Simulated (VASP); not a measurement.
# MoS2 (P6_3/mmc) in VASP: electric field gradients with PBEsol

Aim: the electric field gradients of MoS2 with PBEsol.

Everything below comes from runs of VASP 6.6.1. Logs are shortened: lines on timing, memory, paths and dates and some standing lists are left out, and cuts for length are marked.

## Step 1: The cell of the first run

The structure is hexagonal, space group P6_3/mmc (No. 194). Conventional cell: a = 3.140 Å, b = 3.140 Å, c = 12.530 Å, α = 90.00°, β = 90.00°, γ = 120.00°. Within 3.2 Å of Mo (site symmetry -6m2) lie 6 S at 2.40 Å and 6 Mo at 3.14 Å. S (site symmetry 3m) has 3 Mo at 2.40 Å and 7 S at 3.14 to 3.15 Å within 3.2 Å.

## Step 2: Electric field gradients, PBEsol, collinear spin

Contents of INCAR:

```
SYSTEM = MoS2
PREC     = Accurate       ! precision mode
ENCUT    = 400            ! plane-wave cutoff, eV
EDIFF    = 1E-8           ! SCF threshold, eV
ISMEAR   = -1             ! smearing method
SIGMA    = 0.02           ! smearing width, eV
LREAL    = .FALSE.        ! projectors in reciprocal space
LASPH    = .TRUE.         ! aspherical terms in the spheres
NELM     = 200            ! most SCF steps
ALGO     = Normal         ! electronic algorithm
ISIF     = 2              ! what is computed and relaxed
LWAVE    = .FALSE.        ! write WAVECAR
LCHARG   = .FALSE.        ! write CHGCAR
ISPIN    = 2              ! spin polarisation
MAGMOM   = 2 2 0 0 0 0    ! initial moments
LORBIT   = 11             ! projections on sites
LMAXMIX  = 4              ! l up to which the mixer works
GGA      = PS             ! functional
LEFG     = .TRUE.       
NBANDS   = 39             ! bands
GGA_COMPAT= .FALSE.
```

Contents of KPOINTS:

```
Automatic mesh
0
G
  16 16 4
  0 0 0
```

Contents of POSCAR:

```
MoS2
1.0
    3.1400000000      0.0000000000      0.0000000000
   -1.5700000000      2.7193197679      0.0000000000
    0.0000000000      0.0000000000     12.5300000000
Mo S
2 4
Direct
    0.3333333333      0.6666666667      0.2500000000
    0.6666666667      0.3333333333      0.7500000000
    0.3333333333      0.6666666667      0.6244606484
    0.6666666667      0.3333333333      0.1244606484
    0.3333333333      0.6666666667      0.8755393516
    0.6666666667      0.3333333333      0.3755393516
```

Potentials or basis: VASP PAW PBE potentials, release 64 (Mo_sv, S).

The run is started by

```
> cat potpaw_PBE.64/Mo_sv/POTCAR potpaw_PBE.64/S/POTCAR > POTCAR
> mpirun -np 1 vasp_std > vasp.out
```

OUTCAR:

```text
SYSTEM = MoS2
   PREC = Accurate
   ENCUT = 400
   EDIFF = 1E-8
   ISMEAR = -1
   LREAL = .FALSE.
   LASPH = .TRUE.
   NELM = 200
   ISIF = 2
   ISPIN = 2
   LORBIT = 11
   GGA = PS

 ion  position               nearest neighbor table
   1  0.333  0.667  0.250-   4 2.40   6 2.40   4 2.40   6 2.40   4 2.40   6 2.40
   2  0.667  0.333  0.750-   3 2.40   5 2.40   3 2.40   5 2.40   3 2.40   5 2.40
   3  0.333  0.667  0.624-   2 2.40   2 2.40   2 2.40
   4  0.667  0.333  0.124-   1 2.40   1 2.40   1 2.40
   5  0.333  0.667  0.876-   2 2.40   2 2.40   2 2.40
   6  0.667  0.333  0.376-   1 2.40   1 2.40   1 2.40

  LATTYP: Found a hexagonal cell.
 ALAT       =     3.1400000000
 C/A-ratio  =     3.9904458599

  Lattice vectors:

 A1 = (   3.1400000000,   0.0000000000,   0.0000000000)
 A2 = (  -1.5700000000,   2.7193197679,   0.0000000000)
 A3 = (   0.0000000000,   0.0000000000,  12.5300000000)

Analysis of symmetry for initial positions (statically):
=====================================================================
 Subroutine PRICEL returns:
 Original cell was already a primitive cell.

 Routine SETGRP: Setting up the symmetry group for a
 hexagonal supercell.

 Subroutine GETGRP returns: Found 24 space group operations
 (whereof 12 operations were pure point group operations)
 out of a pool of 24 trial point group operations.

The static configuration has the point symmetry D_3d.
 The point group associated with its full space group is D_6h.

Analysis of symmetry for dynamics (positions and initial velocities):
=====================================================================
 Subroutine PRICEL returns:
 Original cell was already a primitive cell.

 Routine SETGRP: Setting up the symmetry group for a
 hexagonal supercell.

 Subroutine GETGRP returns: Found 24 space group operations
 (whereof 12 operations were pure point group operations)
 out of a pool of 24 trial point group operations.

The dynamic configuration has the point symmetry D_3d.
 The point group associated with its full space group is D_6h.

Analysis of structural, dynamic, and magnetic symmetry:
=====================================================================
 Subroutine PRICEL returns:
 Original cell was already a primitive cell.

 Routine SETGRP: Setting up the symmetry group for a
 hexagonal supercell.

 Subroutine GETGRP returns: Found 24 space group operations
 (whereof 12 operations were pure point group operations)
 out of a pool of 24 trial point group operations.

The overall configuration has the point symmetry D_3d.
 The point group associated with its full space group is D_6h.

 Subroutine INISYM returns: Found 24 space group operations
 (whereof 12 operations are pure point group operations),
 and found     1 'primitive' translations

----------------------------------------------------------------------------------------

                                     Primitive cell

  volume of cell :     106.9895

  direct lattice vectors                    reciprocal lattice vectors
     3.140000000  0.000000000  0.000000000     0.318471338  0.183869512  0.000000000
    -1.570000000  2.719319768  0.000000000     0.000000000  0.367739025  0.000000000
     0.000000000  0.000000000 12.530000000     0.000000000  0.000000000  0.079808460

  length of vectors
     3.140000000  3.140000000 12.530000000     0.367739025  0.367739025  0.079808460

  position of ions in fractional coordinates (direct lattice)
     0.333333333  0.666666667  0.250000000
     0.666666667  0.333333333  0.750000000
     0.333333333  0.666666667  0.624460648
     0.666666667  0.333333333  0.124460648
     0.333333333  0.666666667  0.875539352
     0.666666667  0.333333333  0.375539352

  ion indices of the primitive-cell ions
   primitive index   ion index
                 1           1
                 2           2
                 3           3
                 4           4
                 5           5
                 6           6

----------------------------------------------------------------------------------------

 KPOINTS: Automatic mesh

[... 97 lines left out ...]
   LRPA    =     F    only Hartree local field effects (RPA)
 spin polarized calculation
  energy-cutoff  :      400.00
  volume of cell :      106.99
 maximum number of plane-waves:      1965
   NGX = 11   NGY = 11   NGZ = 41

 number of electron      52.0000013 magnetization       0.0000021

 Free energy of the ion-electron system (eV)
  ---------------------------------------------------
  ext. energy  EPLUGINS =         0.00000000
  ---------------------------------------------------
  free energy    TOTEN  =       -46.89470789 eV

  energy without entropy =      -46.89470789  energy(sigma->0) =      -46.89470789

 E-fermi :   7.7466     XC(G=0): -10.9754

 val. band max:        7.2984128847   @ k =   0.0000   0.0000   0.0000
 cond. band min:       8.2604810608   @ k =   0.1875   0.1875   0.0000
 fundamental gap:      0.9620681761
 Fermi energy:         7.7465580956

 spin component 1

 k-point     1 :       0.0000    0.0000    0.0000
  band No.  band energies     occupation
      1     -53.9579      1.00000
      2     -53.9579      1.00000
      3     -28.1685      1.00000
      4     -28.1683      1.00000
      5     -27.9016      1.00000
      6     -27.9016      1.00000
[... 973 lines left out ...]
     37      15.2647      0.00000
     38      15.7269      0.00000

 [... further k-points ...]

 spin component 2

 k-point     1 :       0.0000    0.0000    0.0000
  band No.  band energies     occupation
      1     -53.9579      1.00000
      2     -53.9579      1.00000
      3     -28.1685      1.00000
      4     -28.1683      1.00000
      5     -27.9016      1.00000
      6     -27.9016      1.00000
[... 973 lines left out ...]
     37      15.2647      0.00000
     38      15.7269      0.00000

 [... further k-points ...]

 [bands above 38 left out]

------------------------ aborting loop because EDIFF is reached ----------------------------------------

  FORCE on cell =-STRESS in cart. coord.  units (eV):
  Direction    XX          YY          ZZ          XY          YZ          ZX
  --------------------------------------------------------------------------------------
  -------------------------------------------------------------------------------------
  Total       -0.6276765     -0.6276765     -1.7125270      0.0000000     -0.0000000      0.0000000
  in kB       -9.3995155     -9.3995155    -25.6452547      0.0000000     -0.0000000      0.0000000
  external PRESSURE =     -14.8147619 kB  Pullay stress =       0.0000000 kB

 VOLUME and BASIS-vectors are now :
 -----------------------------------------------------------------------------
  energy-cutoff  :      400.00
  volume of cell :      106.99
      direct lattice vectors                 reciprocal lattice vectors
     3.140000000  0.000000000  0.000000000     0.318471338  0.183869512  0.000000000
    -1.570000000  2.719319768  0.000000000     0.000000000  0.367739025  0.000000000
     0.000000000  0.000000000 12.530000000     0.000000000  0.000000000  0.079808460

 POSITION                                       TOTAL-FORCE (eV/Angst)
 -----------------------------------------------------------------------------------
     -0.00000      1.81288      3.13250        -0.000000     -0.000000      0.000000
      1.57000      0.90644      9.39750         0.000000      0.000000      0.000000
     -0.00000      1.81288      7.82449         0.000000      0.000000      0.257937
      1.57000      0.90644      1.55949        -0.000000      0.000000      0.257937
     -0.00000      1.81288     10.97051         0.000000      0.000000     -0.257937
      1.57000      0.90644      4.70551         0.000000     -0.000000     -0.257937
 -----------------------------------------------------------------------------------
    total drift:                               -0.000000      0.000000     -0.000000

  FREE ENERGIE OF THE ION-ELECTRON SYSTEM (eV)
  ---------------------------------------------------
  free  energy   TOTEN  =       -46.8947078926 eV

  energy  without entropy=      -46.8947078926  energy(sigma->0) =      -46.89470789

 Electric field gradients (V/A^2)
---------------------------------------------------------------------
 ion       V_xx      V_yy      V_zz      V_xy      V_xz      V_yz
---------------------------------------------------------------------
   1      37.610    37.611   -75.221     0.001    -0.000    -0.000
   2      37.610    37.611   -75.221     0.001    -0.000    -0.000
   3      25.640    25.639   -51.279    -0.001     0.000    -0.000
   4      25.640    25.639   -51.279    -0.001    -0.000     0.000
   5      25.640    25.639   -51.279    -0.001    -0.000     0.000
   6      25.640    25.639   -51.279    -0.001     0.000    -0.000
---------------------------------------------------------------------

 Electric field gradients after diagonalization (V/A^2)
 (convention: |V_zz| > |V_xx| > |V_yy|)
----------------------------------------------------------------------
 ion       V_xx      V_yy      V_zz     asymmetry (V_yy - V_xx)/ V_zz
----------------------------------------------------------------------
   1      37.612    37.609   -75.221       0.000
   2      37.612    37.609   -75.221       0.000
   3      25.640    25.639   -51.279       0.000
   4      25.640    25.639   -51.279       0.000
   5      25.640    25.639   -51.279       0.000
   6      25.640    25.639   -51.279       0.000
----------------------------------------------------------------------

           NMR quadrupolar parameters

 Cq : quadrupolar parameter    Cq=e*Q*V_zz/h
 eta: asymmetry parameters     (V_yy - V_xx)/ V_zz
 Q  : nuclear electric quadrupole moment in mb (millibarn)
----------------------------------------------------------------------
 ion       Cq(MHz)       eta       Q (mb)
----------------------------------------------------------------------
   1      -0.182       0.000       1.000
   2      -0.182       0.000       1.000
   3      -0.124       0.000       1.000
   4      -0.124       0.000       1.000
   5      -0.124       0.000       1.000
   6      -0.124       0.000       1.000
----------------------------------------------------------------------

 total charge

# of ion       s       p       d       tot
------------------------------------------
    1        2.297   6.228   3.977  12.502
    2        2.297   6.228   3.977  12.502
    3        1.359   2.318   0.000   3.677
    4        1.359   2.318   0.000   3.677
    5        1.359   2.318   0.000   3.677
    6        1.359   2.318   0.000   3.677
--------------------------------------------------
tot         10.029  21.729   7.954  39.712

 magnetization (x)

# of ion       s       p       d       tot
------------------------------------------
    1       -0.000  -0.000  -0.000  -0.000
    2       -0.000  -0.000  -0.000  -0.000
    3       -0.000   0.000   0.000   0.000
    4       -0.000   0.000   0.000   0.000
    5       -0.000   0.000   0.000   0.000
    6       -0.000   0.000   0.000   0.000
--------------------------------------------------
tot         -0.000   0.000  -0.000  -0.000
```

Wall time 4 min (1 thread of Intel Xeon 6975P-C (Granite Rapids), shared host); peak memory 0.45 GiB.

What came out:

```yaml
Free_energy: -46.8947 eV
Pressure: -1.5 GPa
Largest_force: 0.258 eV/Å
Band_gap_on_the_k_mesh: 0.96 eV (least direct gap 1.85 eV)
Net_moment: 0.00 μB per cell
Largest_electric_field_gradient_by_atom: Mo -75.2; S -51.3 V/Å²
Valence_electrons_inside_the_program's_atomic_spheres: Mo 12.50; S 3.68
```

Forces in eV/Å, atoms in the order of the input:
```
Mo   0.000  0.000  0.000
Mo   0.000  0.000  0.000
S    0.000  0.000  0.258
S    0.000  0.000  0.258
S    0.000  0.000 -0.258
S    0.000  0.000 -0.258
```

Electric field gradients, principal values (V/Å²):
```tsv
atom	least	middle	greatest (by size)
1 Mo	37.609	37.612	-75.221
2 Mo	37.609	37.612	-75.221
3 S	25.639	25.640	-51.279
4 S	25.639	25.640	-51.279
5 S	25.639	25.640	-51.279
6 S	25.639	25.640	-51.279
```

Caveat: without QUAD_EFG the Cq values of the log hold for a quadrupole moment of 1 mb, not for the nuclei; the PAW data sets were made with another functional, which shifts forces and pressure a little; this functional lacks dispersion, which binds the layers, so the pressure and a relaxed spacing across them are unreliable. A k mesh can miss the band edges.
